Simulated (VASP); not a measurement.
Dy: single point with PBE

Dy:

```
Dy
1.0
    -1.98984    1.98984    1.98984
     1.98984   -1.98984    1.98984
     1.98984    1.98984   -1.98984
Dy
1
Direct
  0.00000 0.00000 0.00000
```

This isn't the form of Dy at room conditions, which is hcp.

* Program: VASP 6.6.1
* Task: single point
* Functional: PBE
* Potentials or basis: VASP PAW PBE potentials, release 64 (Dy)
* Cutoff: 520 eV
* k mesh: 14 × 14 × 14
* Occupations: gaussian, width 0.05 eV
* Spin: collinear spin, ferromagnetic start
* Starting moments: [5.0] μB

```yaml
Pressure: 2.1 GPa
Net_moment: 4.42 μB per cell
Site_moments: Dy +4.42 μB
Valence_electrons_inside_the_program's_atomic_spheres: Dy 17.80
```

Levels at points of the mesh, in eV from the Fermi level:
Spin up:
```csv
k point,band 8,band 9,band 10,band 11,band 12,band 13,band 14,band 15,band 16,band 17
"(0.00, 0.00, 0.00)",-3.26,-3.12,-2.64,-2.64,-2.64,2.09,2.09,2.09,4.20,4.20
"(0.50, 0.00, 0.00)",-3.20,-2.58,-2.51,-2.51,-2.13,0.36,1.30,4.14,5.00,7.23
"(0.50, 0.50, 0.50)",-3.32,-2.46,-2.46,-2.46,-1.56,-1.56,6.34,6.34,6.34,6.51
```
Spin down:
```
           k point  band 5  band 6  band 7  band 8  band 9  band 10  band 11  band 12
(0.00, 0.00, 0.00)   -5.03   -0.25   -0.25   -0.25    0.96     0.96     0.96     1.45
(0.50, 0.00, 0.00)   -2.00   -0.18   -0.11   -0.04    0.61     0.78     0.85     0.90
(0.50, 0.50, 0.50)   -1.41   -1.41    0.03    0.03    0.03     0.76     0.76     0.76
```

Wall time 5.5 min on 1 thread of Intel(R) Xeon(R) Platinum 8259CL CPU @ 2.50GHz (Skylake/Cascade Lake), on a shared host, peak memory 0.26 GiB.

Caveat: the magnetic or orbital state may not be the lowest; spin-orbit coupling is left out, which moves the levels of the heavy elements; semilocal functionals describe open f shells poorly, which spoils levels, moments and volumes. The state reached can hang on the start; a lower one may exist.
